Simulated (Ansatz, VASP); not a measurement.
# Two plane-wave programs on Ti

The input INCAR:

```
SYSTEM = Ti
  ALGO = Fast
  EDIFF = 1E-7
  ENCUT = 520
  GGA = PS
  ISIF = 2
  ISMEAR = 0
  LASPH = .True.
  LCHARG = .True.
  LELF = .True.
  LREAL = .False.
  LVHAR = .True.
  LWAVE = .False.
  NBANDS = 12
  NELM = 80
  PREC = Accurate
  SIGMA = 0.15
```

Contents of KPOINTS:

```
k-points
0
Gamma
  26 26 26
  0 0 0
```

POSCAR

```
Ti
1.0
   -1.7455637184      1.6051160629      1.6051160629
    1.7455637184     -1.6051160629      1.6051160629
    1.7455637184      1.6051160629     -1.6051160629
Ti
1
Direct
    0.0000000000      0.0000000000      0.0000000000
```

Input for Ansatz:

```yaml
crystal:
  lattice:
    - [-1.7455637184, 1.6051160629, 1.6051160629]
    - [1.7455637184, -1.6051160629, 1.6051160629]
    - [1.7455637184, 1.6051160629, -1.6051160629]
  atoms:
    - { symbol: Ti, position: [0.0, 0.0, 0.0] }
basis:
  ecutwfc: 420
kpoints:
  mp_grid: { grid: [26, 26, 26] }
hamiltonian:
  xc: pbesol
scf:
  occupations: { method: gaussian, width: 0.15 }
output:
  forces: true
  stress: true
  eigenvalues: true
```

Change from the starting cell: strain +0.0875 x Voigt [1, 0, 0, 0, 0, 0], atoms carried along.

Alike in both runs: task single point; functional PBEsol; k mesh 26 × 26 × 26; occupations gaussian, width 0.15 eV; no spin polarisation.

|  | VASP | Ansatz |
| --- | --- | --- |
| version | VASP 6.6.1 | Ansatz 0.2.0 |
| potentials or method | VASP PAW PBE potentials, release 64 (Ti_sv), cutoff 520 eV | scalar-relativistic, plane waves, PAW |
| valence electrons in the cell | 12 | 12 |

```tsv
	VASP	Ansatz	Ansatz less VASP
gap on the k mesh at the Fermi level (eV)	none	none	-
pressure (GPa)	-8.2	-8.0	+0.16
traceless stress, the component that is largest in VASP (GPa)	1.19	1.19	+0.004
```

VASP's potentials were made for PBE, not for PBEsol. A gap of «none» marks a metal or a gap that the smearing closes. With one functional, cell and mesh, what is left measures potentials, basis and numerics.
